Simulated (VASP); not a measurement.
**Sn4NO8: single point with PBE+D3(BJ)**

System: Sn4NO8, a slab with vacuum.

```
CELL_PARAMETERS angstrom
6.46009 0.00000 0.00000
0.00000 6.77887 0.00000
0.00000 0.00000 25.11678
ATOMIC_POSITIONS crystal
O 0.00000 0.00000 0.31851
O 0.50000 0.00000 0.31851
O 0.25000 0.30621 0.37081
O 0.75000 0.30621 0.37081
O 0.25000 0.69379 0.37081
O 0.75000 0.69379 0.37081
O 0.00000 0.00000 0.42312
O 0.50000 0.00000 0.42312
O 0.99954 0.49820 0.45295
O 0.50046 0.49820 0.45295
O 0.25000 0.81292 0.51142
O 0.75000 0.81407 0.51370
O 0.25000 0.18534 0.51394
O 0.75000 0.18555 0.51414
O 0.00055 0.50190 0.55913
O 0.49945 0.50190 0.55913
Sn 0.00000 0.50000 0.37081
Sn 0.50000 0.50000 0.37081
Sn 0.25000 0.00000 0.37081
Sn 0.75000 0.00000 0.37081
Sn 0.00016 0.99971 0.50299
Sn 0.49984 0.99971 0.50299
Sn 0.25000 0.49942 0.51173
Sn 0.75000 0.49975 0.51217
N 0.25000 0.89307 0.63465
N 0.25000 0.78638 0.66775
```

```
Program                : VASP 6.6.1
Task                   : single point
Functional             : PBE
Dispersion             : D3(BJ)
Potentials or basis    : VASP PAW PBE potentials, release 64 (O, Sn_d, N)
Cutoff                 : 520 eV
k mesh                 : 3 × 2 × 1
Occupations            : gaussian, width 0.05 eV
Spin                   : no spin polarisation
Dipole correction      : yes
Further INCAR settings : LREAL = Auto; ALGO = Normal; EDIFF = 1e-06; NBANDS = 128
```

| Item | Value |
| --- | --- |
| Largest force | 3.188 eV/Å |
| Band gap on the k mesh | 0.46 eV (least direct gap 0.46 eV) |
| Dispersion energy per atom | -0.141 eV |

Forces in eV/Å, atoms in the order of the input:
```
O    0.002 -0.004  1.113
O   -0.002 -0.004  1.113
O    0.000  1.128 -0.750
O    0.000  1.126 -0.763
O    0.000 -1.134 -0.736
O    0.000 -1.124 -0.737
O   -0.038  0.019  1.018
O    0.038  0.019  1.018
O    0.001  0.002  0.047
O   -0.001  0.002  0.047
O    0.000 -0.037  0.016
O    0.000 -0.027  0.011
O    0.000  0.018  0.014
O    0.000  0.025  0.014
O    0.003  0.006  0.075
O   -0.003  0.006  0.075
Sn  -0.010 -0.018  2.375
Sn   0.010 -0.018  2.375
Sn   0.000 -0.001 -3.178
Sn   0.000  0.013 -3.188
Sn  -0.005  0.010  0.040
Sn   0.005  0.010  0.040
Sn   0.000 -0.006 -0.017
Sn   0.000 -0.007 -0.021
N    0.000  1.101 -1.276
N    0.000 -1.105  1.274
```

Levels at points of the mesh, in eV from the valence-band top:
```
           k point  band 107  band 108  band 109  band 110  band 111  band 112
(0.00, 0.00, 0.00)     -0.25     -0.05     -0.01      0.46      1.33      2.10
(0.00, 0.50, 0.00)     -0.27     -0.27     -0.03      1.09      1.68      2.18
```

It took 36 min on 1 thread of Intel Xeon 8259CL, on a shared host, peak memory 1.1 GiB.

Caveat: the k points lie up to 0.46 Å⁻¹ apart; the standard files for N, O and F lose accuracy on very short bonds; spin-orbit coupling is left out, which moves the levels of the heavy elements.
